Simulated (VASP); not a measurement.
# IrS (Fm-3m) in VASP: single point with r2SCAN

Aim: the single point of IrS with r2SCAN.

All numbers are computed with VASP 6.6.1; they aren't measurements. Logs are shortened: lines on timing, memory, paths and dates and some standing lists are left out, and cuts for length are marked.

## Step 1: The cell of the first run

The structure is cubic, space group Fm-3m (No. 225). The conventional cell has a = 4.921 Å, b = 4.921 Å, c = 4.921 Å, α = 90.00°, β = 90.00°, γ = 90.00°. Ir (site symmetry m-3m) has 6 S at 2.46 Å within 3.2 Å. S (site symmetry m-3m) has 6 Ir at 2.46 Å within 3.2 Å.

## Step 2: Single point, r2SCAN (14.90 Å³/atom)

Contents of POSCAR:

```
IrS
1.0
    0.0000000000      2.4605182162      2.4605182162
    2.4605182162      0.0000000000      2.4605182162
    2.4605182162      2.4605182162      0.0000000000
Ir S
1 1
Direct
    0.5000000000      0.5000000000      0.5000000000
    0.0000000000      0.0000000000      0.0000000000
```

Contents of INCAR.step1:

```
ALGO = Normal ; EDIFF = 1E-5
ENCUT = 620 ; GGA = PE
GGA_COMPAT = False ; ISMEAR = 0
LASPH = True ; LCHARG = False
LREAL = False ; LWAVE = True
NBANDS = 18 ; NELM = 120
PREC = Accurate ; SIGMA = 0.05
```

Contents of INCAR.step2:

```
ALGO = Normal ; EDIFF = 1E-6
ENCUT = 620 ; GGA_COMPAT = False
ISIF = 2 ; ISMEAR = 0
ISTART = 1 ; LASPH = True
LCHARG = False ; LMIXTAU = True
LREAL = False ; LWAVE = False
METAGGA = R2SCAN ; NBANDS = 18
NELM = 120 ; PREC = Accurate
SIGMA = 0.05
```

Contents of KPOINTS:

```
k-points
0
Gamma
  12 12 12
```

Potentials or basis: VASP PAW PBE potentials, release 64 (Ir_sv_GW, S).

The run is started by

```console
$ cat potpaw_PBE.64/Ir_sv_GW/POTCAR potpaw_PBE.64/S/POTCAR > POTCAR
$ cp INCAR.step1 INCAR
$ mpirun -np 1 vasp_std > vasp.out
$ cp INCAR.step2 INCAR
$ mpirun -np 1 vasp_std > vasp.out
```

OUTCAR:

```text
EDIFF = 1E-6
   ENCUT = 620
   ISIF = 2
   ISMEAR = 0
   ISTART = 1
   LASPH = True
   LREAL = False
   METAGGA = R2SCAN
   NELM = 120
   PREC = Accurate

 ion  position               nearest neighbor table
   1  0.500  0.500  0.500-   2 2.46   2 2.46   2 2.46   2 2.46   2 2.46   2 2.46
   2  0.000  0.000  0.000-   1 2.46   1 2.46   1 2.46   1 2.46   1 2.46   1 2.46

  LATTYP: Found a face centered cubic cell.
 ALAT       =     4.9210364324

  Lattice vectors:

 A1 = (   0.0000000000,   2.4605182162,   2.4605182162)
 A2 = (   2.4605182162,   0.0000000000,   2.4605182162)
 A3 = (   2.4605182162,   2.4605182162,   0.0000000000)

Analysis of symmetry for initial positions (statically):
=====================================================================
 Subroutine PRICEL returns:
 Original cell was already a primitive cell.

 Routine SETGRP: Setting up the symmetry group for a
 face centered cubic supercell.

 Subroutine GETGRP returns: Found 48 space group operations
 (whereof 48 operations were pure point group operations)
 out of a pool of 48 trial point group operations.

The static configuration has the point symmetry O_h .

Analysis of symmetry for dynamics (positions and initial velocities):
=====================================================================
 Subroutine PRICEL returns:
 Original cell was already a primitive cell.

 Routine SETGRP: Setting up the symmetry group for a
 face centered cubic supercell.

 Subroutine GETGRP returns: Found 48 space group operations
 (whereof 48 operations were pure point group operations)
 out of a pool of 48 trial point group operations.

The dynamic configuration has the point symmetry O_h .

 Subroutine INISYM returns: Found 48 space group operations
 (whereof 48 operations are pure point group operations),
 and found     1 'primitive' translations

----------------------------------------------------------------------------------------

                                     Primitive cell

  volume of cell :      29.7927

  direct lattice vectors                    reciprocal lattice vectors
     0.000000000  2.460518216  2.460518216    -0.203209225  0.203209225  0.203209225
     2.460518216  0.000000000  2.460518216     0.203209225 -0.203209225  0.203209225
     2.460518216  2.460518216  0.000000000     0.203209225  0.203209225 -0.203209225

  length of vectors
     3.479698232  3.479698232  3.479698232     0.351968702  0.351968702  0.351968702

  position of ions in fractional coordinates (direct lattice)
     0.500000000  0.500000000  0.500000000
     0.000000000  0.000000000  0.000000000

  ion indices of the primitive-cell ions
   primitive index   ion index
                 1           1
                 2           2

----------------------------------------------------------------------------------------

 KPOINTS: k-points

Automatic generation of k-mesh.
 Grid dimensions read from file:
 generate k-points for:   12   12   12

 Generating k-lattice:

  Cartesian coordinates                     Fractional coordinates (reciprocal lattice)
    -0.016934102  0.016934102  0.016934102     0.083333333  0.000000000  0.000000000
     0.016934102 -0.016934102  0.016934102     0.000000000  0.083333333  0.000000000
     0.016934102  0.016934102 -0.016934102     0.000000000  0.000000000  0.083333333

  Length of vectors
     0.029330725  0.029330725  0.029330725

  Shift w.r.t. Gamma in fractional coordinates (k-lattice)
     0.000000000  0.000000000  0.000000000

 Subroutine IBZKPT returns following result:
 ===========================================

 Found     72 irreducible k-points:

 Following reciprocal coordinates:
            Coordinates               Weight
  0.000000  0.000000  0.000000      1.000000
  0.083333  0.000000  0.000000      8.000000
  0.166667  0.000000  0.000000      8.000000
  0.250000  0.000000  0.000000      8.000000
  0.333333  0.000000  0.000000      8.000000
  0.416667  0.000000  0.000000      8.000000
[... 16 lines left out ...]
  0.500000  0.166667  0.000000     24.000000
 -0.416667  0.166667  0.000000     24.000000
 [... further k-points ...]
   k-points           NKPTS =     72   k-points in BZ     NKDIM =     72   number of bands    NBANDS=     18
   number of dos      NEDOS =    301   number of ions     NIONS =      2
   total plane-waves  NPLWV =  21952
   dimension x,y,z NGX =    28 NGY =   28 NGZ =   28
   dimension x,y,z NGXF=    56 NGYF=   56 NGZF=   56
   ions per type =               1   1
   NGX,Y,Z   is equivalent  to a cutoff of  13.38, 13.38, 13.38 a.u.
   NGXF,Y,Z  is equivalent  to a cutoff of  26.75, 26.75, 26.75 a.u.
 SYSTEM =  unknown system
   PREC   = accura    normal or accurate (medium, high low for compatibility)
   ISTART =      1    job   : 0-new  1-cont  2-samecut
   ICHARG =      0    charge: 1-file 2-atom 10-const
   ISPIN  =      1    spin polarized calculation?
   LNONCOLLINEAR =      F non collinear calculations
   LSORBIT =      F    spin-orbit coupling
   LASPH  =      T    aspherical Exc in radial PAW
   ENCUT  =  620.0 eV  45.57 Ry    6.75 a.u.   7.06  7.06  7.06*2*pi/ulx,y,z
   NELM   =    120;   NELMIN=  2; NELMDL=  0     # of ELM steps
   EDIFF  = 0.1E-05   stopping-criterion for ELM
   LREAL  =      F    real-space projection
   EDIFFG = 0.1E-04   stopping-criterion for IOM
   NSW    =      0    number of steps for IOM
   IBRION =     -1    ionic relax: 0-MD 1-quasi-New 2-CG
   NFREE  =      0    steps in history (QN), initial steepest desc. (CG)
   ISIF   =      2    stress and relaxation
   ISYM   =      2    0-nonsym 1-usesym 2-fastsym
   POTIM  = 0.5000    time-step for ionic-motion
   TEBEG  =    0.0;   TEEND  =   0.0 temperature during run
   PSTRESS=    0.0 pullay stress
   NELECT =      23.0000    total number of electrons
   NUPDOWN=      -1.0000    fix difference up-down
   EMIN   =  10.00;   EMAX   =-10.00  energy-range for DOS
   EFERMI =   0.00;   METHOD = LEGACY
   ISMEAR =     0;   SIGMA  =   0.05  broadening in eV -4-tet -1-fermi 0-gaus
   EFERMI_NEDOS =   21; number of points for ismear=-14 and -15
   IALGO  =     38    algorithm
   IMIX   =      4    mixing-type and parameters
     AMIX     =   0.40;   BMIX     =  1.00
     AMIX_MAG =   1.60;   BMIX_MAG =  1.00
  volume/ion in A,a.u.               =      14.90       100.53
  Fermi-wavevector in a.u.,A,eV,Ry     =   1.501807  2.838004 30.686920  2.255425
  Thomas-Fermi vector in A             =   2.613130
   LORBIT       =      0    0 simple, 1 ext, 2 COOP (PROOUT), +10 PAW based schemes
   METAGGA = R2SCAN    functional components
   LHFCALC =     F    Hartree Fock is set to
   AEXX    =    0.0000 exact exchange contribution
   IVDW    =     0    specifies the selected vdW correction
   LEPSILON=     F    determine dielectric tensor
   LRPA    =     F    only Hartree local field effects (RPA)
 non-spin polarized calculation
 Gauss-broadening in eV      SIGMA  =   0.05
  energy-cutoff  :      620.00
  volume of cell :       29.79
 maximum number of plane-waves:      1056
   NGX = 15   NGY = 15   NGZ = 15

 number of electron      22.9999999 magnetization

 Free energy of the ion-electron system (eV)
  ---------------------------------------------------
  ext. energy  EPLUGINS =         0.00000000
  ---------------------------------------------------
  free energy    TOTEN  =       -60.24864612 eV

  energy without entropy =      -60.24678484  energy(sigma->0) =      -60.24771548

 E-fermi :  10.0516     XC(G=0): -13.5072

 val. band max:       10.0451721557   @ k =  -0.4167   0.3333   0.1667
 cond. band min:      10.0804415915   @ k =   0.5000   0.5000   0.0000
 fundamental gap:      0.0352694358
 Fermi energy:        10.0516075205

 k-point     1 :       0.0000    0.0000    0.0000
  band No.  band energies     occupation
      1     -83.6659      2.00000
      2     -39.9623      2.00000
      3     -39.9623      2.00000
      4     -39.9622      2.00000
      5      -6.8839      2.00000
      6       6.8579      2.00000
[... 10 lines left out ...]
     17      23.2245      0.00000
     18      23.2245      0.00000

 k-point     2 :       0.0833    0.0000    0.0000
  band No.  band energies     occupation
      1     -83.6657      2.00000
      2     -39.9662      2.00000
      3     -39.9628      2.00000
      4     -39.9628      2.00000
      5      -6.7748      2.00000
      6       6.1681      2.00000
[... 10 lines left out ...]
     17      22.9257      0.00000
     18      23.0501      0.00000

 k-point     3 :       0.1667    0.0000    0.0000
  band No.  band energies     occupation
      1     -83.6653      2.00000
      2     -39.9772      2.00000
      3     -39.9642      2.00000
      4     -39.9642      2.00000
      5      -6.4586      2.00000
      6       4.8878      2.00000
[... 10 lines left out ...]
     17      21.9220      0.00000
     18      23.4176      0.00000

 k-point     4 :       0.2500    0.0000    0.0000
  band No.  band energies     occupation
      1     -83.6651      2.00000
      2     -39.9923      2.00000
      3     -39.9662      2.00000
      4     -39.9662      2.00000
      5      -5.9718      2.00000
      6       3.4998      2.00000
[... 375 lines left out ...]
      4     -39.9739      2.00000
      5      -5.1495      2.00000
      6       2.0599      2.00000
[... 10 lines left out ...]
     17      20.5118      0.00000
     18      24.1319      0.00000

 k-point    23 :       0.5000    0.1667    0.0000
  band No.  band energies     occupation
      1     -83.6643      2.00000
      2     -40.0157      2.00000
      3     -39.9787      2.00000
      4     -39.9738      2.00000
      5      -4.7993      2.00000
      6       1.5797      2.00000
[... 10 lines left out ...]
     17      20.4019      0.00000
     18      24.2133      0.00000

 k-point    24 :      -0.4167    0.1667    0.0000
  band No.  band energies     occupation
      1     -83.6643      2.00000
      2     -40.0163      2.00000
      3     -39.9806      2.00000
      4     -39.9725      2.00000
      5      -4.7187      2.00000
      6       1.4370      2.00000
[... 10 lines left out ...]
     17      20.1334      0.00000
     18      23.2628      0.00000

 [... further k-points ...]

------------------------ aborting loop because EDIFF is reached ----------------------------------------

  FORCE on cell =-STRESS in cart. coord.  units (eV):
  Direction    XX          YY          ZZ          XY          YZ          ZX
  --------------------------------------------------------------------------------------
  -------------------------------------------------------------------------------------
  Total       -0.1276697     -0.1276697     -0.1276697      0.0000000     -0.0000000      0.0000000
  in kB       -6.8657594     -6.8657594     -6.8657594      0.0000000     -0.0000000      0.0000000
  external PRESSURE =      -6.8657594 kB  Pullay stress =       0.0000000 kB

 VOLUME and BASIS-vectors are now :
 -----------------------------------------------------------------------------
  energy-cutoff  :      620.00
  volume of cell :       29.79
      direct lattice vectors                 reciprocal lattice vectors
     0.000000000  2.460518216  2.460518216    -0.203209225  0.203209225  0.203209225
     2.460518216  0.000000000  2.460518216     0.203209225 -0.203209225  0.203209225
     2.460518216  2.460518216  0.000000000     0.203209225  0.203209225 -0.203209225

 POSITION                                       TOTAL-FORCE (eV/Angst)
 -----------------------------------------------------------------------------------
      2.46052      2.46052      2.46052        -0.000000     -0.000000      0.000000
      0.00000      0.00000      0.00000         0.000000      0.000000     -0.000000
 -----------------------------------------------------------------------------------
    total drift:                                0.000000      0.000000      0.000000

  FREE ENERGIE OF THE ION-ELECTRON SYSTEM (eV)
  ---------------------------------------------------
  free  energy   TOTEN  =       -60.2486461178 eV

  energy  without entropy=      -60.2467848449  energy(sigma->0) =      -60.24771548
```

Wall time 90 s (1 thread of Intel Xeon Platinum 8488C (Sapphire Rapids), shared host); peak memory 0.2 GiB.

Results:

```
Free energy            : -60.2486 eV
Pressure               : -0.7 GPa
Band gap on the k mesh : zero (an odd number of electrons rules out a gap without spin polarisation)
```

Caveat: the PAW data sets were made with another functional, which shifts forces and pressure a little; spin-orbit coupling is left out, which moves the levels of the heavy elements.

The gap in the log of VASP goes by the Fermi energy; the results here count the filled bands.